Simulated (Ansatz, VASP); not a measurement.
**Al8N7 in VASP and in Ansatz**

```
Al N
1.0
     3.12064    0.00216   -5.00579
     3.12240    0.00008    5.00689
    -3.12346   -5.43554    0.00057
Al N
8 7
Direct
  0.33419 0.33099 0.16481
  0.83468 0.83354 0.16749
  0.33135 0.32586 0.66836
  0.84399 0.83807 0.66895
  0.91935 0.41840 0.33552
  0.41827 0.91704 0.33557
  0.92098 0.41670 0.83680
  0.41679 0.91804 0.83400
  0.64358 0.02504 0.16766
  0.14524 0.52455 0.16899
  0.64636 0.02551 0.66886
  0.14403 0.52336 0.66878
  0.72711 0.60681 0.33368
  0.22770 0.10723 0.33361
  0.72846 0.60686 0.83479
```

Alike in both runs: functional PBE; k mesh 3 × 3 × 3; occupations gaussian, width 0.1 eV; no spin polarisation.

Ansatz relaxed the structure, and its values are those at the end. VASP's run is a single point on that final structure, the one shown.

```csv
,VASP,Ansatz
version,VASP 6.6.1,Ansatz 0.2.0
potentials or method,"VASP PAW PBE potentials, release 64 (Al, N), cutoff 520 eV","scalar-relativistic, plane waves, PAW"
valence electrons in the cell,59,59
```

```tsv
	VASP	Ansatz	Ansatz less VASP
gap on the k mesh at the Fermi level (eV)	none	none	-
pressure (GPa)	-0.3	0.0	+0.23
rms of the force components (eV/Å)	0.012	0.009	-0.0030
```

A gap of «none» marks a metal or a gap that the smearing closes.

The k mesh is coarse, so the values compare programs but aren't converged.
